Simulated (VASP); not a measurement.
Runs of VASP 6.6.1 on VN. The structure is that of space group Fm-3m (No. 225), or close to it. The cells are those of the table. 

```tsv
task	level	potentials or basis	cell	cutoff (eV)	gap on the mesh (eV)	pressure (GPa)	moment (μB)
electric field gradients	LDA	VASP PAW LDA potentials, release 64 (V_sv, N)	a = 2.919 Å, angles 60.0°, 2 atoms	520	none	-19.1	0.00
electric field gradients	PBE	VASP PAW PBE potentials, release 64 (V_sv, N)	a = 2.919 Å, angles 60.0°, 2 atoms	520	none	-1.7	0.00
single point	PBE	VASP PAW PBE potentials, release 64 (V_sv, N)	a = 2.976 Å, angles 60.0°, 2 atoms	600	none	(a)	0.00
single point	PBE	VASP PAW PBE potentials, release 64 (V_sv, N)	a = 2.957 Å, angles 60.0°, 2 atoms	600	none	-12.9	0.00
```

Alike in all rows: spin collinear, ferromagnetic start; k mesh 19 × 19 × 19; smearing fermi-dirac 0.05 eV.

Fill in the values left out.

(a) -17.6.

Caveats: the moments typed at the start vanished in this run; the cell stands under tension (at least some runs).

A gap of «none» marks levels without a gap at the run's occupations.
